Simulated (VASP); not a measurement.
# SiC (P6_3mc) in VASP: a series of runs

Runs on SiC. Level: PBE. Tasks: single point.

All numbers are computed with VASP 6.6.1; they aren't measurements. Logs are shortened: lines on timing, memory, paths and dates and some standing lists are left out, and cuts for length are marked.

**1. The cell of the first run**

Symmetry: P6_3mc, No. 186, hexagonal system. Conventional cell: a = 3.074 Å, b = 3.074 Å, c = 5.045 Å, α = 90.00°, β = 90.00°, γ = 120.00°. Si (site symmetry 3m) has 4 C at 1.88 to 1.90 Å within 2.5 Å. Within 2.5 Å of C (site symmetry 3m) lie 4 Si at 1.88 to 1.90 Å.

**2. Single point, PBE**

Input file INCAR:

```
PREC = Accurate
ENCUT = 520
EDIFF = 1E-6
ISMEAR = 0
SIGMA = 0.1
LREAL = False
LASPH = True
NELM = 80
ALGO = Normal
ISIF = 2
LWAVE = False
LCHARG = True
GGA = PE
LELF = True
LVHAR = True
NBANDS = 16
```

Input file KPOINTS:

```
Automatic mesh
0
Gamma
  6 6 4
```

Input file POSCAR:

```
SiC
1.0
    3.0735139282      0.0000000000      0.0000000000
   -1.5367569641      2.6617411407      0.0000000000
    0.0000000000      0.0000000000      5.0452477100
Si C
2 2
Direct
    0.3333333300      0.6666666700      0.4996024000
    0.6666666700      0.3333333300      0.9996024000
    0.3333333300      0.6666666700      0.8753976000
    0.6666666700      0.3333333300      0.3753976000
```

Potentials or basis: VASP PAW PBE potentials, release 64 (Si, C).

The run is started by

```sh
$ cat potpaw_PBE.64/Si/POTCAR potpaw_PBE.64/C/POTCAR > POTCAR
$ mpirun -np 1 vasp_std > vasp.out
```

OUTCAR:

```text
PREC = Accurate
   ENCUT = 520
   EDIFF = 1E-6
   ISMEAR = 0
   LREAL = False
   LASPH = True
   NELM = 80
   ISIF = 2
   GGA = PE

 ion  position               nearest neighbor table
   1  0.333  0.667  0.500-   4 1.88   4 1.88   4 1.88   3 1.90   2 3.08   2 3.08   2 3.08   2 3.08
                             2 3.08   2 3.08
   2  0.667  0.333  1.000-   3 1.88   3 1.88   3 1.88   4 1.90   1 3.08   1 3.08   1 3.08   1 3.08
                             1 3.08   1 3.08
   3  0.333  0.667  0.875-   2 1.88   2 1.88   2 1.88   1 1.90
   4  0.667  0.333  0.375-   1 1.88   1 1.88   1 1.88   2 1.90

  LATTYP: Found a hexagonal cell.
 ALAT       =     3.0735139282
 C/A-ratio  =     1.6415242709

  Lattice vectors:

 A1 = (   3.0735139282,   0.0000000000,   0.0000000000)
 A2 = (  -1.5367569641,   2.6617411407,   0.0000000000)
 A3 = (   0.0000000000,   0.0000000000,   5.0452477100)

Analysis of symmetry for initial positions (statically):
=====================================================================
 Subroutine PRICEL returns:
 Original cell was already a primitive cell.

 Routine SETGRP: Setting up the symmetry group for a
 hexagonal supercell.

 Subroutine GETGRP returns: Found 12 space group operations
 (whereof  6 operations were pure point group operations)
 out of a pool of 24 trial point group operations.

The static configuration has the point symmetry C_3v.
 The point group associated with its full space group is C_6v.

Analysis of symmetry for dynamics (positions and initial velocities):
=====================================================================
 Subroutine PRICEL returns:
 Original cell was already a primitive cell.

 Routine SETGRP: Setting up the symmetry group for a
 hexagonal supercell.

 Subroutine GETGRP returns: Found 12 space group operations
 (whereof  6 operations were pure point group operations)
 out of a pool of 24 trial point group operations.

The dynamic configuration has the point symmetry C_3v.
 The point group associated with its full space group is C_6v.

 Subroutine INISYM returns: Found 12 space group operations
 (whereof  6 operations are pure point group operations),
 and found     1 'primitive' translations

----------------------------------------------------------------------------------------

                                     Primitive cell

  volume of cell :      41.2747
[... 89 lines left out ...]
   EDIFF  = 0.1E-05   stopping-criterion for ELM
   LREAL  =      F    real-space projection
   EDIFFG = 0.1E-04   stopping-criterion for IOM
   NSW    =      0    number of steps for IOM
   IBRION =     -1    ionic relax: 0-MD 1-quasi-New 2-CG
   NFREE  =      0    steps in history (QN), initial steepest desc. (CG)
   ISIF   =      2    stress and relaxation
   ISYM   =      2    0-nonsym 1-usesym 2-fastsym
   POTIM  = 0.5000    time-step for ionic-motion
   TEBEG  =    0.0;   TEEND  =   0.0 temperature during run
   PSTRESS=    0.0 pullay stress
   NELECT =      16.0000    total number of electrons
   NUPDOWN=      -1.0000    fix difference up-down
   EMIN   =  10.00;   EMAX   =-10.00  energy-range for DOS
   EFERMI =   0.00;   METHOD = LEGACY
   ISMEAR =     0;   SIGMA  =   0.10  broadening in eV -4-tet -1-fermi 0-gaus
   EFERMI_NEDOS =   21; number of points for ismear=-14 and -15
   IALGO  =     38    algorithm
   IMIX   =      4    mixing-type and parameters
     AMIX     =   0.40;   BMIX     =  1.00
     AMIX_MAG =   1.60;   BMIX_MAG =  1.00
  volume/ion in A,a.u.               =      10.32        69.63
  Fermi-wavevector in a.u.,A,eV,Ry     =   1.193677  2.255723 19.386477  1.424866
  Thomas-Fermi vector in A             =   2.329686
   LORBIT       =      0    0 simple, 1 ext, 2 COOP (PROOUT), +10 PAW based schemes
   GGA     = PE    functional components
   LHFCALC =     F    Hartree Fock is set to
   AEXX    =    0.0000 exact exchange contribution
   IVDW    =     0    specifies the selected vdW correction
   LEPSILON=     F    determine dielectric tensor
   LRPA    =     F    only Hartree local field effects (RPA)
 non-spin polarized calculation
 Gauss-broadening in eV      SIGMA  =   0.10
  energy-cutoff  :      520.00
  volume of cell :       41.27
 maximum number of plane-waves:      1124
 NGX is ok and might be reduce to    24
   NGX = 11   NGY = 11   NGZ = 19

 number of electron      16.0000000 magnetization

 Free energy of the ion-electron system (eV)
  ---------------------------------------------------
  ext. energy  EPLUGINS =         0.00000000
  ---------------------------------------------------
  free energy    TOTEN  =       -30.09097032 eV

  energy without entropy =      -30.09097032  energy(sigma->0) =      -30.09097032

 E-fermi :   8.7942     XC(G=0): -11.3587

 val. band max:        8.2886976644   @ k =   0.0000   0.0000   0.0000
 cond. band min:      10.5550815540   @ k =   0.3333   0.3333   0.0000
 fundamental gap:      2.2663838896
 Fermi energy:         8.7942378361

 k-point     1 :       0.0000    0.0000    0.0000
  band No.  band energies     occupation
      1      -7.3003      2.00000
      2      -3.7265      2.00000
      3      -0.4249      2.00000
      4       6.9713      2.00000
      5       6.9713      2.00000
      6       8.1746      2.00000
[... 376 lines left out ...]
      3       0.5323      2.00000
      4       0.5323      2.00000
      5       2.6378      2.00000
      6       2.6378      2.00000
[... 8 lines left out ...]
     15      19.9474      0.00000
     16      19.9474      0.00000

------------------------ aborting loop because EDIFF is reached ----------------------------------------

  FORCE on cell =-STRESS in cart. coord.  units (eV):
  Direction    XX          YY          ZZ          XY          YZ          ZX
  --------------------------------------------------------------------------------------
  -------------------------------------------------------------------------------------
  Total        1.0242292      1.0242292      0.9330577      0.0000000      0.0000000      0.0000000
  in kB       39.7579749     39.7579749     36.2189267      0.0000000      0.0000000      0.0000000
  external PRESSURE =      38.5782921 kB  Pullay stress =       0.0000000 kB

 VOLUME and BASIS-vectors are now :
 -----------------------------------------------------------------------------
  energy-cutoff  :      520.00
  volume of cell :       41.27
      direct lattice vectors                 reciprocal lattice vectors
     3.073513928  0.000000000  0.000000000     0.325360491  0.187846967  0.000000000
    -1.536756964  2.661741141  0.000000000     0.000000000  0.375693934  0.000000000
     0.000000000  0.000000000  5.045247710     0.000000000  0.000000000  0.198206324

 POSITION                                       TOTAL-FORCE (eV/Angst)
 -----------------------------------------------------------------------------------
     -0.00000      1.77449      2.52062        -0.000000      0.000000     -0.005508
      1.53676      0.88725      5.04324         0.000000     -0.000000     -0.005508
     -0.00000      1.77449      4.41660        -0.000000     -0.000000      0.005508
      1.53676      0.88725      1.89397         0.000000      0.000000      0.005508
 -----------------------------------------------------------------------------------
    total drift:                                0.000001     -0.000000     -0.000197

  FREE ENERGIE OF THE ION-ELECTRON SYSTEM (eV)
  ---------------------------------------------------
  free  energy   TOTEN  =       -30.0909703221 eV

  energy  without entropy=      -30.0909703221  energy(sigma->0) =      -30.09097032
```

OSZICAR:

```text
N       E                     dE             d eps       ncg     rms          rms(c)
DAV:   1     0.253056210047E+02    0.25306E+02   -0.71754E+03   672   0.896E+02
DAV:   2    -0.312289563256E+02   -0.56535E+02   -0.52269E+02   992   0.159E+02
DAV:   3    -0.338177659243E+02   -0.25888E+01   -0.25810E+01   856   0.307E+01
DAV:   4    -0.338366551014E+02   -0.18889E-01   -0.18885E-01   840   0.322E+00
DAV:   5    -0.338368428517E+02   -0.18775E-03   -0.18775E-03   864   0.306E-01    0.125E+01
DAV:   6    -0.301827555108E+02    0.36541E+01   -0.65280E+00   848   0.157E+01    0.565E+00
DAV:   7    -0.301088881037E+02    0.73867E-01   -0.11125E+00   936   0.619E+00    0.249E+00
DAV:   8    -0.300921649052E+02    0.16723E-01   -0.46440E-02   752   0.138E+00    0.631E-01
DAV:   9    -0.300906282738E+02    0.15366E-02   -0.74921E-03   832   0.588E-01    0.122E-01
DAV:  10    -0.300909436657E+02   -0.31539E-03   -0.10104E-03   824   0.184E-01    0.570E-02
DAV:  11    -0.300909687180E+02   -0.25052E-04   -0.93862E-05   792   0.688E-02    0.135E-02
DAV:  12    -0.300909698045E+02   -0.10865E-05   -0.66165E-06   888   0.162E-02    0.394E-03
DAV:  13    -0.300909703221E+02   -0.51766E-06   -0.42613E-07   536   0.441E-03
   1 F= -.30090970E+02 E0= -.30090970E+02  d E =-.623411E-14
```

stdout:

```text
POSCAR found type information on POSCAR SiC
 POSCAR found :  2 types and       4 ions
 scaLAPACK will be used
 LDA part: xc-table for (Slater+PW92), standard interpolation
 POSCAR, INCAR and KPOINTS ok, starting setup
 FFT: planning ... GRIDC
 FFT: planning ... GRID_SOFT
 FFT: planning ... GRID
 WAVECAR not read
 entering main loop
```

It took 11 s on 1 thread of Intel Xeon Platinum 8259CL at 2.50GHz (Skylake/Cascade Lake), shared host; peak memory 0.15 GiB.

Results:

```
Free energy            : -30.0910 eV
Pressure               : 3.9 GPa
Largest force          : 0.006 eV/Å
Band gap on the k mesh : 2.27 eV, indirect (least direct gap 3.98 eV)
```

Forces on the atoms (eV/Å):
```
Si   0.000  0.000 -0.006
Si   0.000  0.000 -0.006
C    0.000  0.000  0.006
C    0.000  0.000  0.006
```

Stress tensor (GPa, compression positive):
```
3.98 0.00 0.00
0.00 3.98 0.00
0.00 0.00 3.62
```

Levels at points of the mesh, in eV from the valence-band top:
```
           k point  band 4  band 5  band 6  band 7  band 8  band 9  band 10  band 11  band 12  band 13
(0.00, 0.00, 0.00)   -1.32   -1.32   -0.11    0.00    0.00    4.82     6.23     6.68     6.68     7.76
(0.50, 0.00, 0.00)   -6.30   -5.44   -3.33   -3.29   -1.20    2.78     4.22     6.89     7.13    10.07
(0.00, 0.00, 0.50)   -4.45   -0.71   -0.71   -0.71   -0.71    5.91     5.91     7.36     7.36     7.36
(0.50, 0.00, 0.50)   -8.27   -2.45   -2.45   -2.33   -2.33    3.29     3.29     5.26     5.26    10.38
```

A k mesh can miss the band edges. Expect the measured gap to be larger: semilocal functionals such as PBE lack the derivative discontinuity.

**3. Single point, PBE**

This run uses another cell than the first one, of 10.50 Å³/atom, 1.018 times its volume.

Input file INCAR:

```
SYSTEM = SiC
ALGO = Normal ; EDIFF = 1E-7
ENCUT = 520 ; GGA = PE
ISIF = 2 ; ISMEAR = 0
LASPH = .True. ; LCHARG = .False.
LREAL = .False. ; LWAVE = .False.
NBANDS = 16 ; NELM = 80
PREC = Accurate ; SIGMA = 0.02
```

Input file KPOINTS:

```
k-points
0
Gamma
  12 12 6
  0 0 0
```

Input file POSCAR:

```
SiC
1.0
    3.0919365157      0.0000000000      0.0000000000
   -1.5459682578      2.6776955695      0.0000000000
    0.0000000000      0.0000000000      5.0742922938
Si C
2 2
Direct
    0.3333333333      0.6666666667      0.4995817072
    0.6666666667      0.3333333333      0.9995817072
    0.3333333333      0.6666666667      0.8754182928
    0.6666666667      0.3333333333      0.3754182928
```

Potentials or basis: VASP PAW PBE potentials, release 64 (Si, C).

The run is started by

```sh
$ cat potpaw_PBE.64/Si/POTCAR potpaw_PBE.64/C/POTCAR > POTCAR
$ mpirun -np 1 vasp_std > vasp.out
```

Wall time 36 s (1 thread of Intel Xeon Platinum 8259CL at 2.50GHz (Skylake/Cascade Lake), shared host); peak memory 0.18 GiB.

It converged, with:

* Free energy: -30.1103 eV
* Pressure: 0.0 GPa
* Band gap on the k mesh: 2.30 eV, indirect (least direct gap 3.94 eV)

Levels at points of the mesh, in eV from the valence-band top:
| k point | band 6 | band 7 | band 8 | band 9 | band 10 | band 11 |
| --- | --- | --- | --- | --- | --- | --- |
| (0.00, 0.00, 0.00) | -0.11 | 0.00 | 0.00 | 4.67 | 6.04 | 6.57 |
| (0.50, 0.00, 0.00) | -3.29 | -3.24 | -1.19 | 2.75 | 4.21 | 6.76 |
| (0.00, 0.00, 0.50) | -0.71 | -0.71 | -0.71 | 5.76 | 5.76 | 7.27 |
| (0.50, 0.00, 0.50) | -2.42 | -2.31 | -2.31 | 3.25 | 3.25 | 5.19 |

A k mesh can miss the band edges. As with any semilocal functional, this PBE gap is likely too small.
